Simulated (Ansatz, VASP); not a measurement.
# One calculation of SnO, two programs

```
Sn O
1.0
     3.83832    0.00000    0.00000
     0.00000    3.83832    0.00000
     0.00000    0.00000    4.76388
Sn O
2 2
Direct
  0.50000 0.00000 0.24302
  0.00000 0.50000 0.75698
  0.00000 0.00000 0.00000
  0.50000 0.50000 0.00000
```

Alike in both runs: functional PBE; dispersion D3(BJ); k mesh 8 × 8 × 6; no spin polarisation.

Ansatz relaxed the structure, and its values are those at the end. VASP's run is a single point on that final structure, the one shown.

```csv
,VASP,Ansatz
version,VASP 6.6.1,Ansatz 0.2.0
potentials or method,"VASP PAW PBE potentials, release 64 (Sn_d, O)","scalar-relativistic, plane waves, PAW"
plane-wave cutoff (eV),520,420
occupations,"gaussian, width 0.01 eV",fixed
valence electrons in the cell,40,40
```

VASP gave:

* gap on the k mesh at the Fermi level (eV): 0.02
* least direct gap on the mesh (eV): 1.86
* pressure (GPa): 0.2
* rms of the force components (eV/Å): 0.033

What did Ansatz give for the same quantities?

gap on the k mesh at the Fermi level (eV): 0.01; least direct gap on the mesh (eV): 1.88; pressure (GPa): 0.0; rms of the force components (eV/Å): 0.000.

Ansatz's warnings: metallic iterate.
